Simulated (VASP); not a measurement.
# BP (I-4m2) in VASP: a series of runs

The runs below take BP through single point, with r2SCAN.

Everything below comes from runs of VASP 6.6.1. Logs are shortened: lines on timing, memory, paths and dates and some standing lists are left out, and cuts for length are marked.

**1. The cell of the first run**

Symmetry: I-4m2, No. 119, tetragonal system. Conventional cell: a = 3.466 Å, b = 3.466 Å, c = 4.538 Å, α = 90.00°, β = 90.00°, γ = 90.00°. Within 2.7 Å of B (site symmetry -4m2) lie 4 P at 2.07 Å. P (site symmetry -4m2) has 4 B at 2.07 Å within 2.7 Å.

**2. Single point, r2SCAN (strain +0.080 along x and y, +0.000 along z)**

The input, POSCAR:

```
BP
1.0
    0.0000000000      2.4505200000      2.2690000000
    2.4505200000      0.0000000000      2.2690000000
    2.4505200000      2.4505200000      0.0000000000
B P
1 1
Direct
    0.0000000000      0.0000000000      0.0000000000
    0.7500000000      0.7500000000      0.7500000000
```

The input, INCAR.step1:

```
SYSTEM = BP
  ALGO = Normal
  EDIFF = 1E-4
  ENCUT = 520
  GGA = PE
  ISMEAR = 0
  LASPH = .TRUE.
  LCHARG = .FALSE.
  LREAL = .FALSE.
  LWAVE = .TRUE.
  NBANDS = 11
  NELM = 80
  PREC = Accurate
  SIGMA = 0.05
```

The input, INCAR.step2:

```
SYSTEM = BP
  ALGO = Normal
  EDIFF = 1E-6
  ENCUT = 520
  ISIF = 2
  ISMEAR = 0
  ISTART = 1
  LASPH = .TRUE.
  LCHARG = .FALSE.
  LMIXTAU = .TRUE.
  LREAL = .FALSE.
  LWAVE = .FALSE.
  METAGGA = R2SCAN
  NBANDS = 11
  NELM = 80
  PREC = Accurate
  SIGMA = 0.05
```

The input, KPOINTS:

```
k-points
0
G
  10 10 10
  0 0 0
```

Potentials or basis: VASP PAW PBE potentials, release 64 (B, P).

Command:

```console
cat potpaw_PBE.64/B/POTCAR potpaw_PBE.64/P/POTCAR > POTCAR
cp INCAR.step1 INCAR
mpirun -np 1 vasp_std > vasp.out
cp INCAR.step2 INCAR
mpirun -np 1 vasp_std > vasp.out
```

OUTCAR:

```text
SYSTEM = BP
   EDIFF = 1E-6
   ENCUT = 520
   ISIF = 2
   ISMEAR = 0
   ISTART = 1
   LASPH = .TRUE.
   LREAL = .FALSE.
   METAGGA = R2SCAN
   NELM = 80
   PREC = Accurate

 ion  position               nearest neighbor table
   1  0.000  0.000  0.000-   2 2.07   2 2.07   2 2.07   2 2.07
   2  0.750  0.750  0.750-   1 2.07   1 2.07   1 2.07   1 2.07

  LATTYP: Found a body centered tetragonal cell.
 ALAT       =     3.4655586189
 C/A-ratio  =     1.3094570022

  Lattice vectors:

 A1 = (   0.0000000000,  -2.4505200000,  -2.2690000000)
 A2 = (   0.0000000000,   2.4505200000,  -2.2690000000)
 A3 = (   2.4505200000,   0.0000000000,   2.2690000000)

Analysis of symmetry for initial positions (statically):
=====================================================================
 Subroutine PRICEL returns:
 Original cell was already a primitive cell.

 Routine SETGRP: Setting up the symmetry group for a
 body centered tetragonal supercell.

 Subroutine GETGRP returns: Found  8 space group operations
 (whereof  8 operations were pure point group operations)
 out of a pool of 16 trial point group operations.

The static configuration has the point symmetry D_2d.

Analysis of symmetry for dynamics (positions and initial velocities):
=====================================================================
 Subroutine PRICEL returns:
 Original cell was already a primitive cell.

 Routine SETGRP: Setting up the symmetry group for a
 body centered tetragonal supercell.

 Subroutine GETGRP returns: Found  8 space group operations
 (whereof  8 operations were pure point group operations)
 out of a pool of 16 trial point group operations.

The dynamic configuration has the point symmetry D_2d.

 Subroutine INISYM returns: Found  8 space group operations
 (whereof  8 operations are pure point group operations),
 and found     1 'primitive' translations

----------------------------------------------------------------------------------------

                                     Primitive cell

  volume of cell :      27.2509

  direct lattice vectors                    reciprocal lattice vectors
     0.000000000  2.450520000  2.269000000    -0.204038327  0.204038327  0.220361393
     2.450520000  0.000000000  2.269000000     0.204038327 -0.204038327  0.220361393
     2.450520000  2.450520000  0.000000000     0.204038327  0.204038327 -0.220361393

  length of vectors
     3.339672030  3.339672030  3.465558619     0.363073575  0.363073575  0.363073575
[... 83 lines left out ...]
   EDIFFG = 0.1E-04   stopping-criterion for IOM
   NSW    =      0    number of steps for IOM
   IBRION =     -1    ionic relax: 0-MD 1-quasi-New 2-CG
   NFREE  =      0    steps in history (QN), initial steepest desc. (CG)
   ISIF   =      2    stress and relaxation
   ISYM   =      2    0-nonsym 1-usesym 2-fastsym
   POTIM  = 0.5000    time-step for ionic-motion
   TEBEG  =    0.0;   TEEND  =   0.0 temperature during run
   PSTRESS=    0.0 pullay stress
   NELECT =       8.0000    total number of electrons
   NUPDOWN=      -1.0000    fix difference up-down
   EMIN   =  10.00;   EMAX   =-10.00  energy-range for DOS
   EFERMI =   0.00;   METHOD = LEGACY
   ISMEAR =     0;   SIGMA  =   0.05  broadening in eV -4-tet -1-fermi 0-gaus
   EFERMI_NEDOS =   21; number of points for ismear=-14 and -15
   IALGO  =     38    algorithm
   IMIX   =      4    mixing-type and parameters
     AMIX     =   0.40;   BMIX     =  1.00
     AMIX_MAG =   1.60;   BMIX_MAG =  1.00
  volume/ion in A,a.u.               =      13.63        91.95
  Fermi-wavevector in a.u.,A,eV,Ry     =   1.088039  2.056096 16.106972  1.183829
  Thomas-Fermi vector in A             =   2.224212
   LORBIT       =      0    0 simple, 1 ext, 2 COOP (PROOUT), +10 PAW based schemes
   METAGGA = R2SCAN    functional components
   LHFCALC =     F    Hartree Fock is set to
   AEXX    =    0.0000 exact exchange contribution
   IVDW    =     0    specifies the selected vdW correction
   LEPSILON=     F    determine dielectric tensor
   LRPA    =     F    only Hartree local field effects (RPA)
 non-spin polarized calculation
 Gauss-broadening in eV      SIGMA  =   0.05
  energy-cutoff  :      520.00
  volume of cell :       27.25
 maximum number of plane-waves:       756
 NGX is ok and might be reduce to    28
   NGX = 13   NGY = 13   NGZ = 13

 number of electron       8.0000000 magnetization

 Free energy of the ion-electron system (eV)
  ---------------------------------------------------
  ext. energy  EPLUGINS =         0.00000000
  ---------------------------------------------------
  free energy    TOTEN  =       -16.95556628 eV

  energy without entropy =      -16.95556628  energy(sigma->0) =      -16.95556628

 E-fermi :   6.4129     XC(G=0): -10.8228

 val. band max:        6.1072138348   @ k =   0.0000   0.0000   0.0000
 cond. band min:       6.6506285722   @ k =   0.4000   0.4000   0.0000
 fundamental gap:      0.5434147374
 Fermi energy:         6.4129134156

 k-point     1 :       0.0000    0.0000    0.0000
  band No.  band energies     occupation
      1      -9.2468      2.00000
      2       5.4326      2.00000
      3       5.4326      2.00000
      4       6.1072      2.00000
      5       8.8161      0.00000
      6       9.3037      0.00000
      7       9.3037      0.00000
      8      11.2432      0.00000
      9      16.9914      0.00000
     10      17.0081      0.00000
     11      18.6302      0.00000
[... 309 lines left out ...]
 k-point    24 :       0.4000    0.3000    0.0000
  band No.  band energies     occupation
      1      -6.3219      2.00000
      2      -0.2280      2.00000
      3       1.8208      2.00000
      4       2.0195      2.00000
      5       7.1625      0.00000
      6       9.2349      0.00000
      7      14.7535      0.00000
      8      14.7621      0.00000
      9      19.3170      0.00000
     10      20.5371      0.00000
     11      22.2008      0.00000

 [... further k-points ...]
[... 5 lines left out ...]
  --------------------------------------------------------------------------------------
  -------------------------------------------------------------------------------------
  Total       -4.3501387     -4.3501387     -1.4245263      0.0000000     -0.0000000      0.0000000
  in kB     -255.7600386   -255.7600386    -83.7529396      0.0000000     -0.0000000      0.0000000
  external PRESSURE =    -198.4243389 kB  Pullay stress =       0.0000000 kB

 VOLUME and BASIS-vectors are now :
 -----------------------------------------------------------------------------
  energy-cutoff  :      520.00
  volume of cell :       27.25
      direct lattice vectors                 reciprocal lattice vectors
     0.000000000  2.450520000  2.269000000    -0.204038327  0.204038327  0.220361393
     2.450520000  0.000000000  2.269000000     0.204038327 -0.204038327  0.220361393
     2.450520000  2.450520000  0.000000000     0.204038327  0.204038327 -0.220361393

 POSITION                                       TOTAL-FORCE (eV/Angst)
 -----------------------------------------------------------------------------------
      0.00000      0.00000      0.00000        -0.000000     -0.000000      0.000000
      3.67578      3.67578      3.40350         0.000000      0.000000      0.000000
 -----------------------------------------------------------------------------------
    total drift:                               -0.000000     -0.000000     -0.000000

  FREE ENERGIE OF THE ION-ELECTRON SYSTEM (eV)
  ---------------------------------------------------
  free  energy   TOTEN  =       -16.9555662754 eV

  energy  without entropy=      -16.9555662754  energy(sigma->0) =      -16.95556628
```

OUTCAR.step1:

```text
SYSTEM = BP
   EDIFF = 1E-4
   ENCUT = 520
   GGA = PE
   ISMEAR = 0
   LASPH = .TRUE.
   LREAL = .FALSE.
[... 558 lines left out ...]
      0.00000      0.00000      0.00000        -0.000000     -0.000000      0.000000
      3.67578      3.67578      3.40350         0.000000      0.000000     -0.000000
 -----------------------------------------------------------------------------------
    total drift:                               -0.000000     -0.000000      0.000000

  FREE ENERGIE OF THE ION-ELECTRON SYSTEM (eV)
  ---------------------------------------------------
  free  energy   TOTEN  =       -12.6208523662 eV

  energy  without entropy=      -12.6208523662  energy(sigma->0) =      -12.62085237
```

It took 66 s on 1 thread of Intel Xeon 6975P-C (Granite Rapids), shared host; peak memory 0.17 GiB.

What came out:

| Item | Value |
| --- | --- |
| Free energy | -16.9556 eV |
| Pressure | -19.8 GPa |
| Band gap on the k mesh | 0.54 eV, indirect (least direct gap 2.71 eV) |

Levels at points of the mesh, in eV from the valence-band top:
```csv
k point,band 1,band 2,band 3,band 4,band 5,band 6,band 7,band 8,band 9
"(0.00, 0.00, 0.00)",-15.35,-0.67,-0.67,0.00,2.71,3.20,3.20,5.14,10.88
"(0.50, 0.00, 0.00)",-12.42,-8.87,-2.53,-1.69,2.46,4.18,5.08,9.91,13.11
"(0.50, 0.50, 0.00)",-10.60,-8.36,-4.68,-4.68,0.80,0.97,11.14,11.14,14.49
"(0.50, 0.00, 0.50)",-11.21,-8.98,-4.02,-3.89,1.66,1.94,10.38,11.41,13.42
```

Caveat: the cell differs from its parent crystal (strain +0.080 along x and y, +0.000 along z); the PAW data sets were made with another functional, which shifts forces and pressure a little. A k mesh can miss the band edges.

**3. Single point, r2SCAN (strain +0.080 along x and y, +0.040 along z)**

The input, POSCAR:

```
BP
1.0
    0.0000000000      2.4505200000      2.3597600000
    2.4505200000      0.0000000000      2.3597600000
    2.4505200000      2.4505200000      0.0000000000
B P
1 1
Direct
    0.0000000000      0.0000000000      0.0000000000
    0.7500000000      0.7500000000      0.7500000000
```

The input, INCAR.step1:

```
PREC = Accurate
ENCUT = 520
ISMEAR = 0
SIGMA = 0.05
LREAL = False
LASPH = True
NELM = 80
NBANDS = 11
GGA = PE
ALGO = Normal
EDIFF = 1E-4
LWAVE = True
LCHARG = False
```

The input, INCAR.step2:

```
PREC = Accurate
ENCUT = 520
EDIFF = 1E-6
ISMEAR = 0
SIGMA = 0.05
LREAL = False
LASPH = True
NELM = 80
ALGO = Normal
ISIF = 2
LWAVE = False
LCHARG = True
METAGGA = R2SCAN
LMIXTAU = True
LELF = True
LVHAR = True
NBANDS = 11
ISTART = 1
```

The input, KPOINTS:

```
regular mesh
0
Gamma
  10 10 10
```

Potentials or basis: VASP PAW PBE potentials, release 64 (B, P).

Command:

```console
cat potpaw_PBE.64/B/POTCAR potpaw_PBE.64/P/POTCAR > POTCAR
cp INCAR.step1 INCAR
mpirun -np 1 vasp_std > vasp.out
cp INCAR.step2 INCAR
mpirun -np 1 vasp_std > vasp.out
```

OUTCAR:

```text
PREC = Accurate
   ENCUT = 520
   EDIFF = 1E-6
   ISMEAR = 0
   LREAL = False
   LASPH = True
   NELM = 80
   ISIF = 2
   METAGGA = R2SCAN
   ISTART = 1

 ion  position               nearest neighbor table
   1  0.000  0.000  0.000-   2 2.10   2 2.10   2 2.10   2 2.10
   2  0.750  0.750  0.750-   1 2.10   1 2.10   1 2.10   1 2.10

  LATTYP: Found a body centered tetragonal cell.
 ALAT       =     3.4655586189
 C/A-ratio  =     1.3618352823

  Lattice vectors:

 A1 = (   0.0000000000,  -2.4505200000,  -2.3597600000)
 A2 = (   0.0000000000,   2.4505200000,  -2.3597600000)
[... 515 lines left out ...]
      8      14.1530      0.00000
      9      18.2526      0.00000
     10      20.0756      0.00000
     11      21.0433      0.00000

 [... further k-points ...]
[... 5 lines left out ...]
  --------------------------------------------------------------------------------------
  -------------------------------------------------------------------------------------
  Total       -4.5644503     -4.5644503     -3.0595964      0.0000000      0.0000000     -0.0000000
  in kB     -258.0386333   -258.0386333   -172.9658590      0.0000000      0.0000000     -0.0000000
  external PRESSURE =    -229.6810419 kB  Pullay stress =       0.0000000 kB

 VOLUME and BASIS-vectors are now :
 -----------------------------------------------------------------------------
  energy-cutoff  :      520.00
  volume of cell :       28.34
      direct lattice vectors                 reciprocal lattice vectors
     0.000000000  2.450520000  2.359760000    -0.204038327  0.204038327  0.211885955
     2.450520000  0.000000000  2.359760000     0.204038327 -0.204038327  0.211885955
     2.450520000  2.450520000  0.000000000     0.204038327  0.204038327 -0.211885955

 POSITION                                       TOTAL-FORCE (eV/Angst)
 -----------------------------------------------------------------------------------
      0.00000      0.00000      0.00000         0.000000      0.000000      0.000000
      3.67578      3.67578      3.53964         0.000000      0.000000     -0.000000
 -----------------------------------------------------------------------------------
    total drift:                               -0.000000     -0.000000     -0.000000

  FREE ENERGIE OF THE ION-ELECTRON SYSTEM (eV)
  ---------------------------------------------------
  free  energy   TOTEN  =       -16.8683454766 eV

  energy  without entropy=      -16.8683454766  energy(sigma->0) =      -16.86834548
```

It took 68 s on 1 thread of Intel Xeon 6975P-C (Granite Rapids), shared host; peak memory 0.17 GiB.

Results:

```yaml
Free_energy: -16.8683 eV
Pressure: -23.0 GPa
Band_gap_on_the_k_mesh: 1.14 eV, indirect (least direct gap 3.04 eV)
```

Caveat: the cell differs from its parent crystal (strain +0.080 along x and y, +0.040 along z); the PAW data sets were made with another functional, which shifts forces and pressure a little. A k mesh can miss the band edges.
